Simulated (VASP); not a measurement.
# Be2C (Fm-3m) in VASP: single point with LDA

Aim: the single point of Be2C with LDA.

Program: VASP 6.6.1. These are calculated values, not measurements. Logs are shortened: lines on timing, memory, paths and dates and some standing lists are left out, and cuts for length are marked.

## Step 1: The cell of the first run

Symmetry: Fm-3m, No. 225, cubic system. The conventional cell has a = 4.330 Å, b = 4.330 Å, c = 4.330 Å, α = 90.00°, β = 90.00°, γ = 90.00°. Within 2.5 Å of Be (site symmetry -43m) lie 4 C at 1.87 Å and 6 Be at 2.17 Å. C (site symmetry m-3m) has 8 Be at 1.87 Å within 2.5 Å.

## Step 2: Single point, LDA

Input file INCAR:

```
SYSTEM = Be2C
PREC     = Accurate       ! precision mode
ENCUT    = 600            ! plane-wave cutoff, eV
EDIFF    = 1E-6           ! SCF threshold, eV
ISMEAR   = 0              ! smearing method
SIGMA    = 0.01           ! smearing width, eV
LREAL    = .False.        ! projectors in reciprocal space
LASPH    = .True.         ! aspherical terms in the spheres
NELM     = 120            ! most SCF steps
ALGO     = Normal         ! electronic algorithm
ISIF     = 2              ! what is computed and relaxed
LWAVE    = .False.        ! write WAVECAR
LCHARG   = .False.        ! write CHGCAR
NBANDS   = 11             ! bands
GGA_COMPAT= .False.
```

Input file KPOINTS:

```
Automatic mesh
0
Gamma
  4 4 4
  0 0 0
```

Input file POSCAR:

```
Be2C
1.0
    0.0000000000      2.1650000000      2.1650000000
    2.1650000000      0.0000000000      2.1650000000
    2.1650000000      2.1650000000      0.0000000000
Be C
2 1
Direct
    0.2500000000      0.2500000000      0.2500000000
    0.7500000000      0.7500000000      0.7500000000
    0.0000000000      0.0000000000      0.0000000000
```

Potentials or basis: VASP PAW LDA potentials, release 64 (Be, C).

Launch:

```sh
> cat potpaw_LDA.64/Be/POTCAR potpaw_LDA.64/C/POTCAR > POTCAR
> mpirun -np 1 vasp_std > vasp.out
```

OUTCAR:

```text
SYSTEM = Be2C
   PREC = Accurate
   ENCUT = 600
   EDIFF = 1E-6
   ISMEAR = 0
   LREAL = .False.
   LASPH = .True.
   NELM = 120
   ISIF = 2

 ion  position               nearest neighbor table
   1  0.250  0.250  0.250-   3 1.87   3 1.87   3 1.87   3 1.87   2 2.17   2 2.17   2 2.17   2 2.17
                             2 2.17   2 2.17
   2  0.750  0.750  0.750-   3 1.87   3 1.87   3 1.87   3 1.87   1 2.17   1 2.17   1 2.17   1 2.17
                             1 2.17   1 2.17
   3  0.000  0.000  0.000-   2 1.87   2 1.87   2 1.87   1 1.87   2 1.87   1 1.87   1 1.87   1 1.87

  LATTYP: Found a face centered cubic cell.
 ALAT       =     4.3300000000

  Lattice vectors:

 A1 = (   0.0000000000,   2.1650000000,   2.1650000000)
 A2 = (   2.1650000000,   0.0000000000,   2.1650000000)
 A3 = (   2.1650000000,   2.1650000000,   0.0000000000)

Analysis of symmetry for initial positions (statically):
=====================================================================
 Subroutine PRICEL returns:
 Original cell was already a primitive cell.

 Routine SETGRP: Setting up the symmetry group for a
 face centered cubic supercell.

 Subroutine GETGRP returns: Found 48 space group operations
 (whereof 48 operations were pure point group operations)
 out of a pool of 48 trial point group operations.

The static configuration has the point symmetry O_h .

Analysis of symmetry for dynamics (positions and initial velocities):
=====================================================================
 Subroutine PRICEL returns:
 Original cell was already a primitive cell.

 Routine SETGRP: Setting up the symmetry group for a
 face centered cubic supercell.

 Subroutine GETGRP returns: Found 48 space group operations
 (whereof 48 operations were pure point group operations)
 out of a pool of 48 trial point group operations.

The dynamic configuration has the point symmetry O_h .

 Subroutine INISYM returns: Found 48 space group operations
 (whereof 48 operations are pure point group operations),
 and found     1 'primitive' translations

----------------------------------------------------------------------------------------

                                     Primitive cell

  volume of cell :      20.2957

  direct lattice vectors                    reciprocal lattice vectors
     0.000000000  2.165000000  2.165000000    -0.230946882  0.230946882  0.230946882
     2.165000000  0.000000000  2.165000000     0.230946882 -0.230946882  0.230946882
     2.165000000  2.165000000  0.000000000     0.230946882  0.230946882 -0.230946882

  length of vectors
     3.061772363  3.061772363  3.061772363     0.400011734  0.400011734  0.400011734

  position of ions in fractional coordinates (direct lattice)
     0.250000000  0.250000000  0.250000000
     0.750000000  0.750000000  0.750000000
     0.000000000  0.000000000  0.000000000

  ion indices of the primitive-cell ions
   primitive index   ion index
                 1           1
                 2           2
                 3           3

----------------------------------------------------------------------------------------

 KPOINTS: Automatic mesh

Automatic generation of k-mesh.
 Grid dimensions read from file:
 generate k-points for:    4    4    4

 Generating k-lattice:

  Cartesian coordinates                     Fractional coordinates (reciprocal lattice)
    -0.057736721  0.057736721  0.057736721     0.250000000  0.000000000  0.000000000
     0.057736721 -0.057736721  0.057736721     0.000000000  0.250000000  0.000000000
     0.057736721  0.057736721 -0.057736721     0.000000000  0.000000000  0.250000000

  Length of vectors
     0.100002933  0.100002933  0.100002933

  Shift w.r.t. Gamma in fractional coordinates (k-lattice)
     0.000000000  0.000000000  0.000000000

 Subroutine IBZKPT returns following result:
 ===========================================

 Found      8 irreducible k-points:

 Following reciprocal coordinates:
            Coordinates               Weight
  0.000000  0.000000  0.000000      1.000000
  0.250000  0.000000  0.000000      8.000000
  0.500000  0.000000  0.000000      4.000000
  0.250000  0.250000  0.000000      6.000000
  0.500000  0.250000  0.000000     24.000000
 -0.250000  0.250000  0.000000     12.000000
  0.500000  0.500000  0.000000      3.000000
 -0.250000  0.500000  0.250000      6.000000
   k-points           NKPTS =      8   k-points in BZ     NKDIM =      8   number of bands    NBANDS=     11
   number of dos      NEDOS =    301   number of ions     NIONS =      3
   total plane-waves  NPLWV =  13824
   dimension x,y,z NGX =    24 NGY =   24 NGZ =   24
   dimension x,y,z NGXF=    48 NGYF=   48 NGZF=   48
   ions per type =               2   1
   NGX,Y,Z   is equivalent  to a cutoff of  13.03, 13.03, 13.03 a.u.
   NGXF,Y,Z  is equivalent  to a cutoff of  26.06, 26.06, 26.06 a.u.
 SYSTEM =  Be2C
   PREC   = accura    normal or accurate (medium, high low for compatibility)
   ISTART =      0    job   : 0-new  1-cont  2-samecut
   ICHARG =      2    charge: 1-file 2-atom 10-const
   ISPIN  =      1    spin polarized calculation?
   LNONCOLLINEAR =      F non collinear calculations
   LSORBIT =      F    spin-orbit coupling
   LASPH  =      T    aspherical Exc in radial PAW
   ENCUT  =  600.0 eV  44.10 Ry    6.64 a.u.   6.12  6.12  6.12*2*pi/ulx,y,z
   NELM   =    120;   NELMIN=  2; NELMDL= -5     # of ELM steps
   EDIFF  = 0.1E-05   stopping-criterion for ELM
   LREAL  =      F    real-space projection
   EDIFFG = 0.1E-04   stopping-criterion for IOM
   NSW    =      0    number of steps for IOM
   IBRION =     -1    ionic relax: 0-MD 1-quasi-New 2-CG
   NFREE  =      0    steps in history (QN), initial steepest desc. (CG)
   ISIF   =      2    stress and relaxation
   ISYM   =      2    0-nonsym 1-usesym 2-fastsym
   POTIM  = 0.5000    time-step for ionic-motion
   TEBEG  =    0.0;   TEEND  =   0.0 temperature during run
   PSTRESS=    0.0 pullay stress
   NELECT =       8.0000    total number of electrons
   NUPDOWN=      -1.0000    fix difference up-down
   EMIN   =  10.00;   EMAX   =-10.00  energy-range for DOS
   EFERMI =   0.00;   METHOD = LEGACY
   ISMEAR =     0;   SIGMA  =   0.01  broadening in eV -4-tet -1-fermi 0-gaus
   EFERMI_NEDOS =   21; number of points for ismear=-14 and -15
   IALGO  =     38    algorithm
   IMIX   =      4    mixing-type and parameters
     AMIX     =   0.40;   BMIX     =  1.00
     AMIX_MAG =   1.60;   BMIX_MAG =  1.00
  volume/ion in A,a.u.               =       6.77        45.65
  Fermi-wavevector in a.u.,A,eV,Ry     =   1.200338  2.268310 19.603432  1.440812
  Thomas-Fermi vector in A             =   2.336177
   LORBIT       =      0    0 simple, 1 ext, 2 COOP (PROOUT), +10 PAW based schemes
   GGA     = CA    functional components
   LHFCALC =     F    Hartree Fock is set to
   AEXX    =    0.0000 exact exchange contribution
   IVDW    =     0    specifies the selected vdW correction
   LEPSILON=     F    determine dielectric tensor
   LRPA    =     F    only Hartree local field effects (RPA)
 non-spin polarized calculation
 Gauss-broadening in eV      SIGMA  =   0.01
  energy-cutoff  :      600.00
  volume of cell :       20.30
 maximum number of plane-waves:       700
   NGX = 13   NGY = 13   NGZ = 13

 number of electron       8.0000000 magnetization

 Free energy of the ion-electron system (eV)
  ---------------------------------------------------
  ext. energy  EPLUGINS =         0.00000000
  ---------------------------------------------------
  free energy    TOTEN  =       -19.32715771 eV

  energy without entropy =      -19.32715771  energy(sigma->0) =      -19.32715771

 E-fermi :   7.6442     XC(G=0): -11.5188

 val. band max:        7.5559482942   @ k =   0.0000   0.0000   0.0000
 cond. band min:       8.7034716867   @ k =   0.5000   0.5000   0.0000
 fundamental gap:      1.1475233925
 Fermi energy:         7.6442054625

 k-point     1 :       0.0000    0.0000    0.0000
  band No.  band energies     occupation
      1      -7.3232      2.00000
      2       7.5559      2.00000
      3       7.5559      2.00000
      4       7.5559      2.00000
      5      11.5463      0.00000
      6      11.5463      0.00000
      7      11.5463      0.00000
      8      14.4055      0.00000
      9      20.5338      0.00000
     10      20.5338      0.00000
     11      20.5338      0.00000

 k-point     2 :       0.2500    0.0000    0.0000
  band No.  band energies     occupation
      1      -6.3512      2.00000
      2       2.7436      2.00000
      3       6.3745      2.00000
      4       6.3745      2.00000
      5      12.9085      0.00000
      6      12.9085      0.00000
      7      13.7451      0.00000
      8      16.0825      0.00000
      9      18.7298      0.00000
     10      18.7298      0.00000
     11      22.7345      0.00000

 k-point     3 :       0.5000    0.0000    0.0000
  band No.  band energies     occupation
      1      -4.4518      2.00000
      2      -1.1522      2.00000
      3       5.7087      2.00000
      4       5.7087      2.00000
      5      12.4453      0.00000
      6      12.4453      0.00000
      7      14.6533      0.00000
      8      17.2505      0.00000
      9      21.8569      0.00000
     10      21.8569      0.00000
     11      24.5512      0.00000

 k-point     4 :       0.2500    0.2500    0.0000
  band No.  band energies     occupation
      1      -6.0448      2.00000
      2       4.4186      2.00000
      3       4.4186      2.00000
      4       4.4583      2.00000
      5      11.6335      0.00000
      6      12.3961      0.00000
      7      15.8820      0.00000
      8      15.8820      0.00000
      9      19.5046      0.00000
     10      23.7919      0.00000
     11      23.7919      0.00000

 k-point     5 :       0.5000    0.2500    0.0000
  band No.  band energies     occupation
      1      -4.2234      2.00000
      2       0.2953      2.00000
      3       3.1712      2.00000
      4       3.9172      2.00000
      5      11.2551      0.00000
      6      15.6192      0.00000
      7      16.4202      0.00000
      8      17.3276      0.00000
      9      21.0358      0.00000
     10      22.3082      0.00000
     11      24.6642      0.00000

 k-point     6 :      -0.2500    0.2500    0.0000
  band No.  band energies     occupation
      1      -4.8864      2.00000
      2       1.0352      2.00000
      3       2.7960      2.00000
      4       5.4425      2.00000
      5      12.6725      0.00000
      6      15.2938      0.00000
      7      16.1833      0.00000
      8      16.7197      0.00000
      9      17.4269      0.00000
     10      22.1863      0.00000
     11      24.3662      0.00000

 k-point     7 :       0.5000    0.5000    0.0000
  band No.  band energies     occupation
      1      -3.7237      2.00000
      2       0.8421      2.00000
      3       2.7994      2.00000
      4       2.7994      2.00000
      5       8.7035      0.00000
      6      13.3239      0.00000
      7      20.6291      0.00000
      8      20.6291      0.00000
      9      22.7282      0.00000
     10      23.4399      0.00000
     11      23.4399      0.00000

 k-point     8 :      -0.2500    0.5000    0.2500
  band No.  band energies     occupation
      1      -3.3812      2.00000
      2       1.2572      2.00000
      3       1.6792      2.00000
      4       1.6792      2.00000
      5      13.2125      0.00000
      6      15.6450      0.00000
      7      17.0257      0.00000
      8      17.0257      0.00000
      9      21.7747      0.00000
     10      21.7747      0.00000
     11      24.3940      0.00000

------------------------ aborting loop because EDIFF is reached ----------------------------------------

  FORCE on cell =-STRESS in cart. coord.  units (eV):
  Direction    XX          YY          ZZ          XY          YZ          ZX
  --------------------------------------------------------------------------------------
  -------------------------------------------------------------------------------------
  Total       -1.0371600     -1.0371600     -1.0371600      0.0000000     -0.0000000      0.0000000
  in kB      -81.8752511    -81.8752511    -81.8752511      0.0000000     -0.0000000      0.0000000
  external PRESSURE =     -81.8752511 kB  Pullay stress =       0.0000000 kB

 VOLUME and BASIS-vectors are now :
 -----------------------------------------------------------------------------
  energy-cutoff  :      600.00
  volume of cell :       20.30
      direct lattice vectors                 reciprocal lattice vectors
     0.000000000  2.165000000  2.165000000    -0.230946882  0.230946882  0.230946882
     2.165000000  0.000000000  2.165000000     0.230946882 -0.230946882  0.230946882
     2.165000000  2.165000000  0.000000000     0.230946882  0.230946882 -0.230946882

 POSITION                                       TOTAL-FORCE (eV/Angst)
 -----------------------------------------------------------------------------------
      1.08250      1.08250      1.08250         0.000000      0.000000      0.000000
      3.24750      3.24750      3.24750        -0.000000     -0.000000     -0.000000
      0.00000      0.00000      0.00000         0.000000      0.000000      0.000000
 -----------------------------------------------------------------------------------
    total drift:                               -0.000000     -0.000000      0.000000

  FREE ENERGIE OF THE ION-ELECTRON SYSTEM (eV)
  ---------------------------------------------------
  free  energy   TOTEN  =       -19.3271577085 eV

  energy  without entropy=      -19.3271577085  energy(sigma->0) =      -19.32715771
```

Wall time 2.2 s (1 thread of Intel Xeon Platinum 8259CL at 2.50GHz (Skylake/Cascade Lake), shared host); peak memory 0.12 GiB.

Results:

```
Free energy            : -19.3272 eV
Pressure               : -8.2 GPa
Band gap on the k mesh : 1.15 eV (least direct gap 3.99 eV)
```

Caveat: the k points lie up to 0.63 Å⁻¹ apart.
